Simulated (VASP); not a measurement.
# Na2PdF6 in VASP: single point with PBE

Aim: the single point of Na2PdF6 with PBE.

Everything below comes from runs of VASP 6.6.1. Logs are shortened: lines on timing, memory, paths and dates and some standing lists are left out, and cuts for length are marked.

## (1) The cell of the first run

The typed cell holds 9 atoms: a = 5.296 Å, b = 5.296 Å, c = 4.323 Å, α = 90.00°, β = 90.00°, γ = 120.00°.

## (2) Single point, PBE

Input file INCAR:

```
PREC = Accurate
ENCUT = 1130
EDIFF = 1E-6
ISMEAR = 0
SIGMA = 0.1383
LREAL = False
LASPH = True
NELM = 120
ALGO = Normal
ISIF = 2
LWAVE = False
LCHARG = False
GGA = PE
NBANDS = 49
GGA_COMPAT = False
```

Input file KPOINTS:

```
regular mesh
0
Gamma
  4 4 4
```

Input file POSCAR:

```
Na2PdF6
1.0
    5.2959110000      0.0000000000      0.0000000000
   -2.6479560000      4.5863960000      0.0000000000
    0.0000000000      0.0000000000      4.3232500000
F Pd Na
6 1 2
Direct
    0.1500000000      0.8500000000      0.2400000000
    0.1500000000      0.3000000000      0.2400000000
    0.7000000000      0.8500000000      0.2400000000
    0.8500000000      0.1500000000      0.7600000000
    0.3000000000      0.1500000000      0.7600000000
    0.8500000000      0.7000000000      0.7600000000
    0.0000000000      0.0000000000      0.0000000000
    0.6667000000      0.3333000000      0.7000000000
    0.3333000000      0.6667000000      0.3000000000
```

Potentials or basis: VASP PAW PBE potentials, release 64 (F, Pd_sv_GW, Na_sv).

Command:

```bash
$ cat potpaw_PBE.64/F/POTCAR potpaw_PBE.64/Pd_sv_GW/POTCAR potpaw_PBE.64/Na_sv/POTCAR > POTCAR
$ mpirun -np 1 vasp_std > vasp.out
```

OUTCAR:

```text
PREC = Accurate
   ENCUT = 1130
   EDIFF = 1E-6
   ISMEAR = 0
   LREAL = False
   LASPH = True
   NELM = 120
   ISIF = 2
   GGA = PE

 ion  position               nearest neighbor table
   1  0.150  0.850  0.240-   9 1.70   7 1.72
   2  0.150  0.300  0.240-   9 1.70   7 1.72
   3  0.700  0.850  0.240-   9 1.70   7 1.72
   4  0.850  0.150  0.760-   8 1.70   7 1.72
   5  0.300  0.150  0.760-   8 1.70   7 1.72
   6  0.850  0.700  0.760-   8 1.70   7 1.72
   7  0.000  0.000  0.000-   3 1.72   5 1.72   4 1.72   1 1.72   2 1.72   6 1.72
   8  0.667  0.333  0.700-   4 1.70   5 1.70   6 1.70
   9  0.333  0.667  0.300-   1 1.70   3 1.70   2 1.70

  LATTYP: Found a hexagonal cell.
 ALAT       =     5.2959110000
 C/A-ratio  =     0.8163373591

  Lattice vectors:

 A1 = (   5.2959110000,   0.0000000000,   0.0000000000)
 A2 = (  -2.6479560000,   4.5863960000,   0.0000000000)
 A3 = (   0.0000000000,   0.0000000000,   4.3232500000)

Analysis of symmetry for initial positions (statically):
=====================================================================
 Subroutine PRICEL returns:
 Original cell was already a primitive cell.

 Routine SETGRP: Setting up the symmetry group for a
 hexagonal supercell.

 Subroutine GETGRP returns: Found  4 space group operations
 (whereof  4 operations were pure point group operations)
 out of a pool of 24 trial point group operations.

The static configuration has the point symmetry C_2h.

Analysis of symmetry for dynamics (positions and initial velocities):
=====================================================================
 Subroutine PRICEL returns:
 Original cell was already a primitive cell.

 Routine SETGRP: Setting up the symmetry group for a
 hexagonal supercell.

 Subroutine GETGRP returns: Found  4 space group operations
 (whereof  4 operations were pure point group operations)
 out of a pool of 24 trial point group operations.

The dynamic configuration has the point symmetry C_2h.

 Subroutine INISYM returns: Found  4 space group operations
 (whereof  4 operations are pure point group operations),
 and found     1 'primitive' translations

----------------------------------------------------------------------------------------

                                     Primitive cell

  volume of cell :     105.0080

  direct lattice vectors                    reciprocal lattice vectors
     5.295911000  0.000000000  0.000000000     0.188824925  0.109018082  0.000000000
    -2.647956000  4.586396000  0.000000000     0.000000000  0.218036122  0.000000000
     0.000000000  0.000000000  4.323250000     0.000000000  0.000000000  0.231307465

  length of vectors
     5.295911000  5.295913448  4.323250000     0.218036223  0.218036122  0.231307465

  position of ions in fractional coordinates (direct lattice)
     0.150000000  0.850000000  0.240000000
     0.150000000  0.300000000  0.240000000
     0.700000000  0.850000000  0.240000000
     0.850000000  0.150000000  0.760000000
     0.300000000  0.150000000  0.760000000
     0.850000000  0.700000000  0.760000000
     0.000000000  0.000000000  0.000000000
     0.666700000  0.333300000  0.700000000
     0.333300000  0.666700000  0.300000000

  ion indices of the primitive-cell ions
   primitive index   ion index
                 1           1
                 2           2
                 3           3
                 4           4
                 5           5
                 6           6
                 7           7
                 8           8
                 9           9

----------------------------------------------------------------------------------------

 KPOINTS: regular mesh

Automatic generation of k-mesh.
 Grid dimensions read from file:
 generate k-points for:    4    4    4

 Generating k-lattice:

  Cartesian coordinates                     Fractional coordinates (reciprocal lattice)
     0.047206231  0.027254520  0.000000000     0.250000000  0.000000000  0.000000000
     0.000000000  0.054509031  0.000000000     0.000000000  0.250000000  0.000000000
     0.000000000  0.000000000  0.057826866     0.000000000  0.000000000  0.250000000

  Length of vectors
     0.054509056  0.054509031  0.057826866

  Shift w.r.t. Gamma in fractional coordinates (k-lattice)
     0.000000000  0.000000000  0.000000000

 Subroutine IBZKPT returns following result:
 ===========================================

 Found     24 irreducible k-points:

 Following reciprocal coordinates:
            Coordinates               Weight
  0.000000  0.000000  0.000000      1.000000
  0.250000  0.000000  0.000000      4.000000
 -0.250000  0.250000  0.000000      2.000000
  0.500000  0.000000  0.000000      2.000000
  0.500000  0.500000  0.000000      1.000000
  0.250000  0.250000  0.000000      2.000000
[... 16 lines left out ...]
  0.250000  0.250000  0.500000      2.000000
 -0.250000  0.500000  0.500000      4.000000
   k-points           NKPTS =     24   k-points in BZ     NKDIM =     24   number of bands    NBANDS=     49
   number of dos      NEDOS =    301   number of ions     NIONS =      9
   total plane-waves  NPLWV = 172800
   dimension x,y,z NGX =    60 NGY =   60 NGZ =   48
   dimension x,y,z NGXF=   120 NGYF=  120 NGZF=   96
   ions per type =               6   1   2
   NGX,Y,Z   is equivalent  to a cutoff of  18.83, 18.83, 18.46 a.u.
   NGXF,Y,Z  is equivalent  to a cutoff of  37.67, 37.67, 36.92 a.u.
 SYSTEM =  unknown system
   PREC   = accura    normal or accurate (medium, high low for compatibility)
   ISTART =      0    job   : 0-new  1-cont  2-samecut
   ICHARG =      2    charge: 1-file 2-atom 10-const
   ISPIN  =      1    spin polarized calculation?
   LNONCOLLINEAR =      F non collinear calculations
   LSORBIT =      F    spin-orbit coupling
   LASPH  =      T    aspherical Exc in radial PAW
   ENCUT  = 1130.0 eV  83.05 Ry    9.11 a.u.  14.52 14.52 11.85*2*pi/ulx,y,z
   NELM   =    120;   NELMIN=  2; NELMDL= -5     # of ELM steps
   EDIFF  = 0.1E-05   stopping-criterion for ELM
   LREAL  =      F    real-space projection
   EDIFFG = 0.1E-04   stopping-criterion for IOM
   NSW    =      0    number of steps for IOM
   IBRION =     -1    ionic relax: 0-MD 1-quasi-New 2-CG
   NFREE  =      0    steps in history (QN), initial steepest desc. (CG)
   ISIF   =      2    stress and relaxation
   ISYM   =      2    0-nonsym 1-usesym 2-fastsym
   POTIM  = 0.5000    time-step for ionic-motion
   TEBEG  =    0.0;   TEEND  =   0.0 temperature during run
   PSTRESS=    0.0 pullay stress
   NELECT =      78.0000    total number of electrons
   NUPDOWN=      -1.0000    fix difference up-down
   EMIN   =  10.00;   EMAX   =-10.00  energy-range for DOS
   EFERMI =   0.00;   METHOD = LEGACY
   ISMEAR =     0;   SIGMA  =   0.14  broadening in eV -4-tet -1-fermi 0-gaus
   EFERMI_NEDOS =   21; number of points for ismear=-14 and -15
   IALGO  =     38    algorithm
   IMIX   =      4    mixing-type and parameters
     AMIX     =   0.40;   BMIX     =  1.00
     AMIX_MAG =   1.60;   BMIX_MAG =  1.00
  volume/ion in A,a.u.               =      11.67        78.74
  Fermi-wavevector in a.u.,A,eV,Ry     =   1.482628  2.801761 29.908130  2.198186
  Thomas-Fermi vector in A             =   2.596390
   LORBIT       =      0    0 simple, 1 ext, 2 COOP (PROOUT), +10 PAW based schemes
   GGA     = PE    functional components
   LHFCALC =     F    Hartree Fock is set to
   AEXX    =    0.0000 exact exchange contribution
   IVDW    =     0    specifies the selected vdW correction
   LEPSILON=     F    determine dielectric tensor
   LRPA    =     F    only Hartree local field effects (RPA)
 non-spin polarized calculation
 Gauss-broadening in eV      SIGMA  =   0.14
  energy-cutoff  :     1130.00
  volume of cell :      105.01
 maximum number of plane-waves:      9089
 NGX is ok and might be reduce to    60
   NGX = 29   NGY = 29   NGZ = 23

 number of electron      77.9999985 magnetization

 Free energy of the ion-electron system (eV)
  ---------------------------------------------------
  ext. energy  EPLUGINS =         0.00000000
  ---------------------------------------------------
  free energy    TOTEN  =       -24.73164359 eV

  energy without entropy =      -24.73164359  energy(sigma->0) =      -24.73164359

 E-fermi :   2.1532     XC(G=0):  -9.3797

 val. band max:        1.3551858268   @ k =   0.5000   0.0000   0.5000
 cond. band min:       5.1278367807   @ k =   0.5000   0.0000   0.5000
 fundamental gap:      3.7726509539
 Fermi energy:         2.1532286087

 k-point     1 :       0.0000    0.0000    0.0000
  band No.  band energies     occupation
      1     -84.8953      2.00000
      2     -50.8293      2.00000
      3     -50.7178      2.00000
      4     -50.7177      2.00000
      5     -47.3341      2.00000
      6     -47.3306      2.00000
[... 41 lines left out ...]
     48      14.8871      0.00000
     49      16.2042      0.00000

 k-point     2 :       0.2500    0.0000    0.0000
  band No.  band energies     occupation
      1     -84.8953      2.00000
      2     -50.8293      2.00000
      3     -50.7178      2.00000
      4     -50.7177      2.00000
      5     -47.3335      2.00000
      6     -47.3311      2.00000
[... 41 lines left out ...]
     48      15.1402      0.00000
     49      15.7633      0.00000

 k-point     3 :      -0.2500    0.2500    0.0000
  band No.  band energies     occupation
      1     -84.8953      2.00000
      2     -50.8293      2.00000
      3     -50.7178      2.00000
      4     -50.7177      2.00000
      5     -47.3335      2.00000
      6     -47.3311      2.00000
[... 41 lines left out ...]
     48      15.1407      0.00000
     49      15.7624      0.00000

 k-point     4 :       0.5000    0.0000    0.0000
  band No.  band energies     occupation
      1     -84.8953      2.00000
      2     -50.8292      2.00000
      3     -50.7179      2.00000
      4     -50.7178      2.00000
      5     -47.3327      2.00000
      6     -47.3318      2.00000
[... 977 lines left out ...]
     48      15.3543      0.00000
     49      15.3783      0.00000

 k-point    23 :       0.2500    0.2500    0.5000
  band No.  band energies     occupation
      1     -84.8953      2.00000
      2     -50.8299      2.00000
      3     -50.7177      2.00000
      4     -50.7177      2.00000
      5     -47.3326      2.00000
      6     -47.3318      2.00000
[... 41 lines left out ...]
     48      15.7134      0.00000
     49      16.3484      0.00000

 k-point    24 :      -0.2500    0.5000    0.5000
  band No.  band energies     occupation
      1     -84.8953      2.00000
      2     -50.8299      2.00000
      3     -50.7177      2.00000
      4     -50.7177      2.00000
      5     -47.3326      2.00000
      6     -47.3318      2.00000
[... 41 lines left out ...]
     48      15.7135      0.00000
     49      16.3423      0.00000

------------------------ aborting loop because EDIFF is reached ----------------------------------------

  FORCE on cell =-STRESS in cart. coord.  units (eV):
  Direction    XX          YY          ZZ          XY          YZ          ZX
  --------------------------------------------------------------------------------------
  -------------------------------------------------------------------------------------
  Total       57.0954695     57.0707890     32.3251282     -0.0214349     -0.0033195      0.0057497
  in kB      871.1434045    870.7668370    493.2058959     -0.3270466     -0.0506476      0.0877265
  external PRESSURE =     745.0387125 kB  Pullay stress =       0.0000000 kB

 VOLUME and BASIS-vectors are now :
 -----------------------------------------------------------------------------
  energy-cutoff  :     1130.00
  volume of cell :      105.01
      direct lattice vectors                 reciprocal lattice vectors
     5.295911000  0.000000000  0.000000000     0.188824925  0.109018082  0.000000000
    -2.647956000  4.586396000  0.000000000     0.000000000  0.218036122  0.000000000
     0.000000000  0.000000000  4.323250000     0.000000000  0.000000000  0.231307465

 POSITION                                       TOTAL-FORCE (eV/Angst)
 -----------------------------------------------------------------------------------
     -1.45638      3.89844      1.03758         0.796735     -0.459996      2.874626
     -0.00000      1.37592      1.03758         0.000608      0.933082      2.877283
      1.45638      3.89844      1.03758        -0.807768     -0.467068      2.877283
      4.10433      0.68796      3.28567        -0.796735      0.459996     -2.874626
      1.19158      0.68796      3.28567         0.807768      0.467068     -2.877283
      2.64796      3.21048      3.28567        -0.000608     -0.933082     -2.877283
      0.00000      0.00000      0.00000         0.000000      0.000000      0.000000
      2.64822      1.52865      3.02628        -0.010639      0.006143     -3.028501
     -0.00027      3.05775      1.29697         0.010639     -0.006143      3.028501
 -----------------------------------------------------------------------------------
    total drift:                                0.000000      0.000000      0.000000

  FREE ENERGIE OF THE ION-ELECTRON SYSTEM (eV)
  ---------------------------------------------------
  free  energy   TOTEN  =       -24.7316435866 eV

  energy  without entropy=      -24.7316435866  energy(sigma->0) =      -24.73164359
```

Run time: 5.5 min. Hardware: 1 thread of AMD EPYC 9R45 (Zen 5), shared host; peak memory 0.64 GiB.

Results:

```
Free energy            : -24.7316 eV
Pressure               : 74.5 GPa
Largest force          : 3.029 eV/Å
Band gap on the k mesh : 3.77 eV
```

Forces on the atoms (eV/Å):
```
F    0.797 -0.460  2.875
F    0.001  0.933  2.877
F   -0.808 -0.467  2.877
F   -0.797  0.460 -2.875
F    0.808  0.467 -2.877
F   -0.001 -0.933 -2.877
Pd   0.000  0.000  0.000
Na  -0.011  0.006 -3.029
Na   0.011 -0.006  3.029
```

Stress tensor (GPa, compression positive):
```
87.11 -0.03  0.01
-0.03 87.08 -0.01
 0.01 -0.01 49.32
```

Caveat: the stress differs along the axes, from 49 to 87 GPa; forces of over 1 eV/Å act on the atoms, so gaps and moduli don't describe the material at rest. A k mesh can miss the band edges.
